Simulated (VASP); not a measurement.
# GaN (Fm-3m) in VASP: a series of runs

GaN is run at these levels: BLYP, LDA; tasks: single point.

All numbers are computed with VASP 6.6.1; they aren't measurements. Logs are shortened: lines on timing, memory, paths and dates and some standing lists are left out, and cuts for length are marked.

## 1. The cell of the first run

Symmetry: Fm-3m, No. 225, cubic system. The conventional cell has a = 4.270 Å, b = 4.270 Å, c = 4.270 Å, α = 90.00°, β = 90.00°, γ = 90.00°. Within 2.8 Å of Ga (site symmetry m-3m) lie 6 N at 2.14 Å. Within 2.8 Å of N (site symmetry m-3m) lie 6 Ga at 2.14 Å.

## 2. Single point, BLYP

INCAR

```
SYSTEM = GaN
  AGGAC = 1.0
  AGGAX = 1.0
  ALDAC = 0.0
  ALDAX = 1.0
  ALGO = Normal
  EDIFF = 1E-6
  ENCUT = 910
  GGA = B5
  GGA_COMPAT = .False.
  ISIF = 2
  ISMEAR = 0
  LASPH = .True.
  LCHARG = .False.
  LREAL = .False.
  LWAVE = .False.
  NBANDS = 16
  NELM = 120
  PREC = Accurate
  SIGMA = 0.01
```

KPOINTS

```
k-points
0
Gamma
  8 8 8
  0 0 0
```

POSCAR

```
GaN
1.0
    0.0000000000      2.1352350000      2.1352350000
    2.1352350000      0.0000000000      2.1352350000
    2.1352350000      2.1352350000      0.0000000000
Ga N
1 1
Direct
    0.0000000000      0.0000000000      0.0000000000
    0.5000000000      0.5000000000      0.5000000000
```

Potentials or basis: VASP PAW PBE potentials, release 64 (Ga_d, N_h).

Run with:

```sh
> cat potpaw_PBE.64/Ga_d/POTCAR potpaw_PBE.64/N_h/POTCAR > POTCAR
> mpirun -np 1 vasp_std > vasp.out
```

OUTCAR:

```text
SYSTEM = GaN
   EDIFF = 1E-6
   ENCUT = 910
   GGA = B5
   ISIF = 2
   ISMEAR = 0
   LASPH = .True.
   LREAL = .False.
   NELM = 120
   PREC = Accurate

 ion  position               nearest neighbor table
   1  0.000  0.000  0.000-   2 2.14   2 2.14   2 2.14   2 2.14   2 2.14   2 2.14
   2  0.500  0.500  0.500-   1 2.14   1 2.14   1 2.14   1 2.14   1 2.14   1 2.14

  LATTYP: Found a face centered cubic cell.
 ALAT       =     4.2704700000

  Lattice vectors:

 A1 = (   0.0000000000,   2.1352350000,   2.1352350000)
 A2 = (   2.1352350000,   0.0000000000,   2.1352350000)
 A3 = (   2.1352350000,   2.1352350000,   0.0000000000)

Analysis of symmetry for initial positions (statically):
=====================================================================
 Subroutine PRICEL returns:
 Original cell was already a primitive cell.

 Routine SETGRP: Setting up the symmetry group for a
 face centered cubic supercell.

 Subroutine GETGRP returns: Found 48 space group operations
 (whereof 48 operations were pure point group operations)
 out of a pool of 48 trial point group operations.

The static configuration has the point symmetry O_h .

Analysis of symmetry for dynamics (positions and initial velocities):
=====================================================================
 Subroutine PRICEL returns:
 Original cell was already a primitive cell.

 Routine SETGRP: Setting up the symmetry group for a
 face centered cubic supercell.

 Subroutine GETGRP returns: Found 48 space group operations
 (whereof 48 operations were pure point group operations)
 out of a pool of 48 trial point group operations.

The dynamic configuration has the point symmetry O_h .

 Subroutine INISYM returns: Found 48 space group operations
 (whereof 48 operations are pure point group operations),
 and found     1 'primitive' translations

----------------------------------------------------------------------------------------

                                     Primitive cell

  volume of cell :      19.4700

  direct lattice vectors                    reciprocal lattice vectors
     0.000000000  2.135235000  2.135235000    -0.234166263  0.234166263  0.234166263
     2.135235000  0.000000000  2.135235000     0.234166263 -0.234166263  0.234166263
     2.135235000  2.135235000  0.000000000     0.234166263  0.234166263 -0.234166263

  length of vectors
[... 80 lines left out ...]
   ENCUT  =  910.0 eV  66.88 Ry    8.18 a.u.   7.43  7.43  7.43*2*pi/ulx,y,z
   NELM   =    120;   NELMIN=  2; NELMDL= -5     # of ELM steps
   EDIFF  = 0.1E-05   stopping-criterion for ELM
   LREAL  =      F    real-space projection
   EDIFFG = 0.1E-04   stopping-criterion for IOM
   NSW    =      0    number of steps for IOM
   IBRION =     -1    ionic relax: 0-MD 1-quasi-New 2-CG
   NFREE  =      0    steps in history (QN), initial steepest desc. (CG)
   ISIF   =      2    stress and relaxation
   ISYM   =      2    0-nonsym 1-usesym 2-fastsym
   POTIM  = 0.5000    time-step for ionic-motion
   TEBEG  =    0.0;   TEEND  =   0.0 temperature during run
   PSTRESS=    0.0 pullay stress
   NELECT =      18.0000    total number of electrons
   NUPDOWN=      -1.0000    fix difference up-down
   EMIN   =  10.00;   EMAX   =-10.00  energy-range for DOS
   EFERMI =   0.00;   METHOD = LEGACY
   ISMEAR =     0;   SIGMA  =   0.01  broadening in eV -4-tet -1-fermi 0-gaus
   EFERMI_NEDOS =   21; number of points for ismear=-14 and -15
   IALGO  =     38    algorithm
   IMIX   =      4    mixing-type and parameters
     AMIX     =   0.40;   BMIX     =  1.00
     AMIX_MAG =   1.60;   BMIX_MAG =  1.00
  volume/ion in A,a.u.               =       9.74        65.70
  Fermi-wavevector in a.u.,A,eV,Ry     =   1.594814  3.013761 34.605481  2.543431
  Thomas-Fermi vector in A             =   2.692830
   LORBIT       =      0    0 simple, 1 ext, 2 COOP (PROOUT), +10 PAW based schemes
   GGA     = B5    functional components
   LHFCALC =     F    Hartree Fock is set to
   AEXX    =    0.0000 exact exchange contribution
   IVDW    =     0    specifies the selected vdW correction
   LEPSILON=     F    determine dielectric tensor
   LRPA    =     F    only Hartree local field effects (RPA)
 non-spin polarized calculation
 Gauss-broadening in eV      SIGMA  =   0.01
  energy-cutoff  :      910.00
  volume of cell :       19.47
 maximum number of plane-waves:      1243
 NGX is ok and might be reduce to    30
   NGX = 15   NGY = 15   NGZ = 15

 number of electron      18.0000002 magnetization

 Free energy of the ion-electron system (eV)
  ---------------------------------------------------
  ext. energy  EPLUGINS =         0.00000000
  ---------------------------------------------------
  free energy    TOTEN  =        -9.84394720 eV

  energy without entropy =       -9.84394720  energy(sigma->0) =       -9.84394720

 E-fermi :   8.3209     XC(G=0): -12.3100

 val. band max:        8.2632312790   @ k =  -0.2500   0.1250   0.0000
 cond. band min:       8.5884810824   @ k =   0.5000   0.5000   0.0000
 fundamental gap:      0.3252498033
 Fermi energy:         8.3208768198

 k-point     1 :       0.0000    0.0000    0.0000
  band No.  band energies     occupation
      1      -8.5960      2.00000
      2      -5.8629      2.00000
      3      -5.8629      2.00000
      4      -5.8629      2.00000
      5      -5.7791      2.00000
      6      -5.7791      2.00000
[... 433 lines left out ...]
      3      -5.8818      2.00000
      4      -5.8071      2.00000
      5      -5.6554      2.00000
      6      -4.1591      2.00000
[... 8 lines left out ...]
     15      27.2140      0.00000
     16      31.8440      0.00000

 [... further k-points ...]

------------------------ aborting loop because EDIFF is reached ----------------------------------------

  FORCE on cell =-STRESS in cart. coord.  units (eV):
  Direction    XX          YY          ZZ          XY          YZ          ZX
  --------------------------------------------------------------------------------------
  -------------------------------------------------------------------------------------
  Total        1.0462344      1.0462344      1.0462344      0.0000000      0.0000000     -0.0000000
  in kB       86.0939341     86.0939341     86.0939341      0.0000000      0.0000000     -0.0000000
  external PRESSURE =      86.0939341 kB  Pullay stress =       0.0000000 kB

 VOLUME and BASIS-vectors are now :
 -----------------------------------------------------------------------------
  energy-cutoff  :      910.00
  volume of cell :       19.47
      direct lattice vectors                 reciprocal lattice vectors
     0.000000000  2.135235000  2.135235000    -0.234166263  0.234166263  0.234166263
     2.135235000  0.000000000  2.135235000     0.234166263 -0.234166263  0.234166263
     2.135235000  2.135235000  0.000000000     0.234166263  0.234166263 -0.234166263

 POSITION                                       TOTAL-FORCE (eV/Angst)
 -----------------------------------------------------------------------------------
      0.00000      0.00000      0.00000        -0.000000     -0.000000     -0.000000
      2.13524      2.13524      2.13524         0.000000      0.000000      0.000000
 -----------------------------------------------------------------------------------
    total drift:                               -0.000000      0.000000      0.000000

  FREE ENERGIE OF THE ION-ELECTRON SYSTEM (eV)
  ---------------------------------------------------
  free  energy   TOTEN  =        -9.8439471976 eV

  energy  without entropy=       -9.8439471976  energy(sigma->0) =       -9.84394720
```

It took 14 s on 1 thread of Intel Xeon 6975P-C (Granite Rapids), shared host; peak memory 0.18 GiB.

What came out:

```
Free energy            : -9.8439 eV
Pressure               : 8.6 GPa
Band gap on the k mesh : 0.33 eV, indirect (least direct gap 2.44 eV)
```

Levels at points of the mesh, in eV from the valence-band top:
| k point | band 5 | band 6 | band 7 | band 8 | band 9 | band 10 | band 11 | band 12 | band 13 | band 14 |
| --- | --- | --- | --- | --- | --- | --- | --- | --- | --- | --- |
| (0.00, 0.00, 0.00) | -14.04 | -14.04 | -0.48 | -0.48 | -0.48 | 1.96 | 14.91 | 14.91 | 14.91 | 15.29 |
| (0.50, 0.00, 0.00) | -13.92 | -13.88 | -8.00 | -0.14 | -0.14 | 4.88 | 8.85 | 9.00 | 9.00 | 16.56 |
| (0.50, 0.50, 0.00) | -13.87 | -11.06 | -6.69 | -2.86 | -2.86 | 0.33 | 8.34 | 11.74 | 14.09 | 14.09 |

Caveat: the cutoff is under 1.25 times the usual one of these potentials, so pressure, stress and relaxed cells hold a basis-set (Pulay) error; the PAW data sets were made with another functional, which shifts forces and pressure a little. A k mesh can miss the band edges.

## 3. Single point, LDA

INCAR

```
  PREC = Accurate
  ENCUT = 910
  EDIFF = 1E-6
  ISMEAR = 0
  SIGMA = 0.01
  LREAL = F
  LASPH = T
  NELM = 120
  ALGO = Normal
  ISIF = 2
  LWAVE = F
  LCHARG = T
  GGA = CA
  LELF = T
  LVHAR = T
  NBANDS = 16
  GGA_COMPAT = F
```

KPOINTS

```
Automatic mesh
0
Gamma
  8 8 8
```

POSCAR is that of step 2.

Potentials or basis: VASP PAW LDA potentials, release 64 (Ga_d, N_h).

Run with:

```sh
> cat potpaw_LDA.64/Ga_d/POTCAR potpaw_LDA.64/N_h/POTCAR > POTCAR
> mpirun -np 1 vasp_std > vasp.out
```

It took 25 s on 1 thread of Intel Xeon Platinum 8259CL at 2.50GHz (Skylake/Cascade Lake), shared host; peak memory 0.16 GiB.

Results (log left out):

* Free energy: -13.0387 eV
* Pressure: -12.9 GPa
* Band gap on the k mesh: 0.24 eV, indirect (least direct gap 2.45 eV)

Levels at points of the mesh, in eV from the valence-band top:
| k point | band 5 | band 6 | band 7 | band 8 | band 9 | band 10 | band 11 | band 12 | band 13 | band 14 |
| --- | --- | --- | --- | --- | --- | --- | --- | --- | --- | --- |
| (0.00, 0.00, 0.00) | -14.00 | -14.00 | -0.48 | -0.48 | -0.48 | 1.97 | 14.49 | 14.49 | 14.49 | 15.11 |
| (0.50, 0.00, 0.00) | -13.88 | -13.76 | -8.17 | -0.15 | -0.15 | 4.55 | 8.73 | 8.73 | 8.85 | 15.95 |
| (0.50, 0.50, 0.00) | -13.83 | -10.91 | -6.92 | -2.95 | -2.95 | 0.24 | 7.75 | 11.48 | 13.89 | 13.89 |

Caveat: the cutoff is under 1.25 times the usual one of these potentials, so pressure, stress and relaxed cells hold a basis-set (Pulay) error. A k mesh can miss the band edges.
